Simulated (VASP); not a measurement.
# TiTe2 (P-3m1) in VASP: settings compared

TiTe2 is run at these levels: BLYP+D3(BJ), PBE+D3(BJ), r2SCAN+rVV10, r2SCAN+D3(BJ); tasks: single point.

Program: VASP 6.6.1. These are calculated values, not measurements. Logs are shortened: lines on timing, memory, paths and dates and some standing lists are left out, and cuts for length are marked.

**1. The cell of the first run**

The structure is trigonal, space group P-3m1 (No. 164). The conventional cell has a = 3.800 Å, b = 3.800 Å, c = 6.420 Å, α = 90.00°, β = 90.00°, γ = 120.00°. Ti (site symmetry -3m) has 6 Te at 2.77 Å within 3.7 Å. Within 3.7 Å of Te (site symmetry 3m) lie 3 Ti at 2.77 Å.

**2. Single point, BLYP+D3(BJ)**

The input, INCAR:

```
SYSTEM = TiTe2
PREC = Accurate
ENCUT = 520
EDIFF = 1E-6
ISMEAR = 0
SIGMA = 0.05
LREAL = .False.
LASPH = .True.
NELM = 60
ALGO = Normal
ISIF = 2
LWAVE = .False.
LCHARG = .False.
GGA = B5
ALDAX = 1.0
AGGAX = 1.0
AGGAC = 1.0
ALDAC = 0.0
IVDW = 12
VDW_S6 = 1.0
VDW_S8 = 2.6996
VDW_A1 = 0.4298
VDW_A2 = 4.2359
NBANDS = 19
```

The input, KPOINTS:

```
Automatic mesh
0
Gamma
  8 8 4
  0 0 0
```

The input, POSCAR:

```
TiTe2
1.0
    3.7998339858      0.0000000000      0.0000000000
   -1.8999169929      3.2907527619      0.0000000000
    0.0000000000      0.0000000000      6.4201361884
Ti Te
1 2
Direct
    0.0000000000      0.0000000000      0.0000000000
    0.3333333333      0.6666666667      0.2643941894
    0.6666666667      0.3333333333      0.7356058106
```

Potentials or basis: VASP PAW PBE potentials, release 64 (Ti_sv, Te).

Run with:

```bash
$ cat potpaw_PBE.64/Ti_sv/POTCAR potpaw_PBE.64/Te/POTCAR > POTCAR
$ mpirun -np 1 vasp_std > vasp.out
```

OUTCAR:

```text
SYSTEM = TiTe2
   PREC = Accurate
   ENCUT = 520
   EDIFF = 1E-6
   ISMEAR = 0
   LREAL = .False.
   LASPH = .True.
   NELM = 60
   ISIF = 2
   GGA = B5
   IVDW = 12
 IVDW          = 12

 ion  position               nearest neighbor table
   1  0.000  0.000  0.000-   2 2.77   3 2.77   3 2.77   2 2.77   3 2.77   2 2.77
   2  0.333  0.667  0.264-   1 2.77   1 2.77   1 2.77
   3  0.667  0.333  0.736-   1 2.77   1 2.77   1 2.77

  LATTYP: Found a hexagonal cell.
 ALAT       =     3.7998339858
 C/A-ratio  =     1.6895833377

  Lattice vectors:

 A1 = (   3.7998339858,   0.0000000000,   0.0000000000)
 A2 = (  -1.8999169929,   3.2907527619,   0.0000000000)
 A3 = (   0.0000000000,   0.0000000000,   6.4201361884)

Analysis of symmetry for initial positions (statically):
=====================================================================
 Subroutine PRICEL returns:
 Original cell was already a primitive cell.

 Routine SETGRP: Setting up the symmetry group for a
 hexagonal supercell.

 Subroutine GETGRP returns: Found 12 space group operations
 (whereof 12 operations were pure point group operations)
 out of a pool of 24 trial point group operations.

The static configuration has the point symmetry D_3d.

Analysis of symmetry for dynamics (positions and initial velocities):
=====================================================================
 Subroutine PRICEL returns:
 Original cell was already a primitive cell.

 Routine SETGRP: Setting up the symmetry group for a
 hexagonal supercell.

 Subroutine GETGRP returns: Found 12 space group operations
 (whereof 12 operations were pure point group operations)
 out of a pool of 24 trial point group operations.

The dynamic configuration has the point symmetry D_3d.

 Subroutine INISYM returns: Found 12 space group operations
 (whereof 12 operations are pure point group operations),
 and found     1 'primitive' translations

----------------------------------------------------------------------------------------

                                     Primitive cell

  volume of cell :      80.2794

  direct lattice vectors                    reciprocal lattice vectors
     3.799833986  0.000000000  0.000000000     0.263169392  0.151940919  0.000000000
    -1.899916993  3.290752762  0.000000000     0.000000000  0.303881839  0.000000000
     0.000000000  0.000000000  6.420136188     0.000000000  0.000000000  0.155759936

  length of vectors
     3.799833986  3.799833986  6.420136188     0.303881839  0.303881839  0.155759936

  position of ions in fractional coordinates (direct lattice)
     0.000000000  0.000000000  0.000000000
     0.333333333  0.666666667  0.264394189
     0.666666667  0.333333333  0.735605811

  ion indices of the primitive-cell ions
   primitive index   ion index
                 1           1
                 2           2
                 3           3

----------------------------------------------------------------------------------------

 KPOINTS: Automatic mesh

Automatic generation of k-mesh.
 Grid dimensions read from file:
 generate k-points for:    8    8    4

 Generating k-lattice:

  Cartesian coordinates                     Fractional coordinates (reciprocal lattice)
     0.032896174  0.018992615  0.000000000     0.125000000  0.000000000  0.000000000
     0.000000000  0.037985230  0.000000000     0.000000000  0.125000000  0.000000000
     0.000000000  0.000000000  0.038939984     0.000000000  0.000000000  0.250000000

  Length of vectors
     0.037985230  0.037985230  0.038939984

  Shift w.r.t. Gamma in fractional coordinates (k-lattice)
     0.000000000  0.000000000  0.000000000

 Subroutine IBZKPT returns following result:
 ===========================================

 Found     35 irreducible k-points:

 Following reciprocal coordinates:
            Coordinates               Weight
  0.000000  0.000000  0.000000      1.000000
  0.125000 -0.000000  0.000000      6.000000
  0.250000 -0.000000  0.000000      6.000000
  0.375000 -0.000000  0.000000      6.000000
  0.500000 -0.000000  0.000000      3.000000
  0.125000  0.125000  0.000000      6.000000
[... 16 lines left out ...]
 -0.125000  0.500000  0.250000     12.000000
  0.250000  0.250000  0.250000     12.000000
 [... further k-points ...]
   k-points           NKPTS =     35   k-points in BZ     NKDIM =     35   number of bands    NBANDS=     19
   number of dos      NEDOS =    301   number of ions     NIONS =      3
   total plane-waves  NPLWV =  37632
   dimension x,y,z NGX =    28 NGY =   28 NGZ =   48
   dimension x,y,z NGXF=    56 NGYF=   56 NGZF=   96
   ions per type =               1   2
   NGX,Y,Z   is equivalent  to a cutoff of  12.25, 12.25, 12.43 a.u.
   NGXF,Y,Z  is equivalent  to a cutoff of  24.50, 24.50, 24.86 a.u.
 SYSTEM =  TiTe2
   PREC   = accura    normal or accurate (medium, high low for compatibility)
   ISTART =      0    job   : 0-new  1-cont  2-samecut
   ICHARG =      2    charge: 1-file 2-atom 10-const
   ISPIN  =      1    spin polarized calculation?
   LNONCOLLINEAR =      F non collinear calculations
   LSORBIT =      F    spin-orbit coupling
   LASPH  =      T    aspherical Exc in radial PAW
   ENCUT  =  520.0 eV  38.22 Ry    6.18 a.u.   7.07  7.07 11.94*2*pi/ulx,y,z
   NELM   =     60;   NELMIN=  2; NELMDL= -5     # of ELM steps
   EDIFF  = 0.1E-05   stopping-criterion for ELM
   LREAL  =      F    real-space projection
   EDIFFG = 0.1E-04   stopping-criterion for IOM
   NSW    =      0    number of steps for IOM
   IBRION =     -1    ionic relax: 0-MD 1-quasi-New 2-CG
   NFREE  =      0    steps in history (QN), initial steepest desc. (CG)
   ISIF   =      2    stress and relaxation
   ISYM   =      2    0-nonsym 1-usesym 2-fastsym
   POTIM  = 0.5000    time-step for ionic-motion
   TEBEG  =    0.0;   TEEND  =   0.0 temperature during run
   PSTRESS=    0.0 pullay stress
   NELECT =      24.0000    total number of electrons
   NUPDOWN=      -1.0000    fix difference up-down
   EMIN   =  10.00;   EMAX   =-10.00  energy-range for DOS
   EFERMI =   0.00;   METHOD = LEGACY
   ISMEAR =     0;   SIGMA  =   0.05  broadening in eV -4-tet -1-fermi 0-gaus
   EFERMI_NEDOS =   21; number of points for ismear=-14 and -15
   IALGO  =     38    algorithm
   IMIX   =      4    mixing-type and parameters
     AMIX     =   0.40;   BMIX     =  1.00
     AMIX_MAG =   1.60;   BMIX_MAG =  1.00
  volume/ion in A,a.u.               =      26.76       180.58
  Fermi-wavevector in a.u.,A,eV,Ry     =   1.094655  2.068598 16.303443  1.198269
  Thomas-Fermi vector in A             =   2.230964
   LORBIT       =      0    0 simple, 1 ext, 2 COOP (PROOUT), +10 PAW based schemes
   GGA     = B5    functional components
   LHFCALC =     F    Hartree Fock is set to
   AEXX    =    0.0000 exact exchange contribution
   IVDW    =    12    specifies the selected vdW correction
   LEPSILON=     F    determine dielectric tensor
   LRPA    =     F    only Hartree local field effects (RPA)
 non-spin polarized calculation
 Gauss-broadening in eV      SIGMA  =   0.05
  energy-cutoff  :      520.00
  volume of cell :       80.28
 maximum number of plane-waves:      2180
   NGX = 15   NGY = 15   NGZ = 23

 number of electron      23.9999994 magnetization

 Free energy of the ion-electron system (eV)
  ---------------------------------------------------
  ext. energy  EPLUGINS =         0.00000000
  ---------------------------------------------------
  free energy    TOTEN  =       -13.87342015 eV

  energy without entropy =      -13.87180811  energy(sigma->0) =      -13.87261413

 E-fermi :   7.2547     XC(G=0):  -9.2419

 val. band max:        7.2466111475   @ k =   0.3750  -0.0000   0.5000
 cond. band min:       7.2594174490   @ k =   0.5000  -0.0000   0.2500
 fundamental gap:      0.0128063015
 Fermi energy:         7.2547431350

 k-point     1 :       0.0000    0.0000    0.0000
  band No.  band energies     occupation
      1     -50.0433      2.00000
      2     -26.4603      2.00000
      3     -26.4603      2.00000
      4     -26.4228      2.00000
      5      -5.1022      2.00000
      6      -3.5737      2.00000
[... 11 lines left out ...]
     18      12.5529      0.00000
     19      13.4538      0.00000

 k-point     2 :       0.1250   -0.0000    0.0000
  band No.  band energies     occupation
      1     -50.0429      2.00000
      2     -26.4660      2.00000
      3     -26.4616      2.00000
      4     -26.4215      2.00000
      5      -4.9370      2.00000
      6      -3.4966      2.00000
[... 11 lines left out ...]
     18      13.4087      0.00000
     19      14.1984      0.00000

 k-point     3 :       0.2500   -0.0000    0.0000
  band No.  band energies     occupation
      1     -50.0419      2.00000
      2     -26.4798      2.00000
      3     -26.4648      2.00000
      4     -26.4183      2.00000
      5      -4.4770      2.00000
      6      -3.3086      2.00000
[... 11 lines left out ...]
     18      13.1707      0.00000
     19      13.9982      0.00000

 k-point     4 :       0.3750   -0.0000    0.0000
  band No.  band energies     occupation
      1     -50.0410      2.00000
      2     -26.4935      2.00000
      3     -26.4679      2.00000
      4     -26.4150      2.00000
      5      -3.8559      2.00000
      6      -3.1578      2.00000
[... 407 lines left out ...]
     18      12.2910      0.00000
     19      13.7065      0.00000

 k-point    23 :      -0.1250    0.5000    0.2500
  band No.  band energies     occupation
      1     -50.0405      2.00000
      2     -26.4960      2.00000
      3     -26.4724      2.00000
      4     -26.4137      2.00000
      5      -3.5078      2.00000
      6      -3.1201      2.00000
[... 11 lines left out ...]
     18      12.4952      0.00000
     19      13.4462      0.00000

 k-point    24 :       0.2500    0.2500    0.2500
  band No.  band energies     occupation
      1     -50.0405      2.00000
      2     -26.4916      2.00000
      3     -26.4767      2.00000
      4     -26.4137      2.00000
      5      -3.5024      2.00000
      6      -3.1491      2.00000
[... 11 lines left out ...]
     18      12.7277      0.00000
     19      13.5175      0.00000

 [... further k-points ...]

------------------------ aborting loop because EDIFF is reached ----------------------------------------

 Edisp (eV)   -3.46980

 E8    (eV) :    -2.6253

  FORCE on cell =-STRESS in cart. coord.  units (eV):
  Direction    XX          YY          ZZ          XY          YZ          ZX
  --------------------------------------------------------------------------------------
  -------------------------------------------------------------------------------------
  Total      -0.88769    -0.88769    -0.87894    -0.00000     0.00000     0.00000
  in kB     -17.71611   -17.71611   -17.54144    -0.00000     0.00000     0.00000
  external pressure =      -17.66 kB  Pullay stress =        0.00 kB

 VOLUME and BASIS-vectors are now :
 -----------------------------------------------------------------------------
  energy-cutoff  :      520.00
  volume of cell :       80.28
      direct lattice vectors                 reciprocal lattice vectors
     3.799833986  0.000000000  0.000000000     0.263169392  0.151940919  0.000000000
    -1.899916993  3.290752762  0.000000000     0.000000000  0.303881839  0.000000000
     0.000000000  0.000000000  6.420136188     0.000000000  0.000000000  0.155759936

 POSITION                                       TOTAL-FORCE (eV/Angst)
 -----------------------------------------------------------------------------------
      0.00000      0.00000      0.00000         0.000000      0.000000     -0.000000
     -0.00000      2.19384      1.69745        -0.000000      0.000000      0.038773
      1.89992      1.09692      4.72269         0.000000      0.000000     -0.038773
 -----------------------------------------------------------------------------------
    total drift:                                0.000000      0.000000     -0.000000

  FREE ENERGIE OF THE ION-ELECTRON SYSTEM (eV)
  ---------------------------------------------------
  free  energy   TOTEN  =       -17.3432230344 eV

  energy  without entropy=      -17.3416109963  energy(sigma->0) =      -17.34241702
```

It took 56 s on 1 thread of AMD EPYC 9R45 (Zen 5), shared host; peak memory 0.19 GiB.

Results:

| Quantity | Value |
| --- | --- |
| Free energy | -17.3432 eV |
| Pressure | -1.8 GPa |
| Largest force | 0.039 eV/Å |
| Band gap on the k mesh | zero (band 12 reaches 7.65 eV, above the bottom of band 13 at 7.05 eV) |
| Dispersion energy per atom | -1.157 eV |

Forces in eV/Å, atoms in the order of the input:
```
Ti   0.000  0.000  0.000
Te   0.000  0.000  0.039
Te   0.000  0.000 -0.039
```

Levels at points of the mesh, in eV from the Fermi level:
| k point | band 9 | band 10 | band 11 | band 12 | band 13 | band 14 | band 15 | band 16 |
| --- | --- | --- | --- | --- | --- | --- | --- | --- |
| (0.00, 0.00, 0.00) | -1.76 | 0.35 | 0.35 | 0.40 | 0.69 | 0.97 | 0.97 | 2.92 |
| (0.50, 0.00, 0.00) | -2.66 | -2.34 | -1.79 | -1.19 | 0.06 | 1.05 | 1.39 | 2.39 |
| (0.00, 0.00, 0.50) | -1.68 | -1.68 | 0.34 | 0.34 | 0.62 | 0.62 | 1.04 | 3.38 |
| (0.50, 0.00, 0.50) | -2.36 | -2.09 | -0.87 | -0.62 | -0.20 | 1.05 | 1.36 | 2.49 |

Caveat: the PAW data sets were made with another functional, which shifts forces and pressure a little; spin-orbit coupling is left out, which moves the levels of the heavy elements.

(Continued in part 2 of 3.)
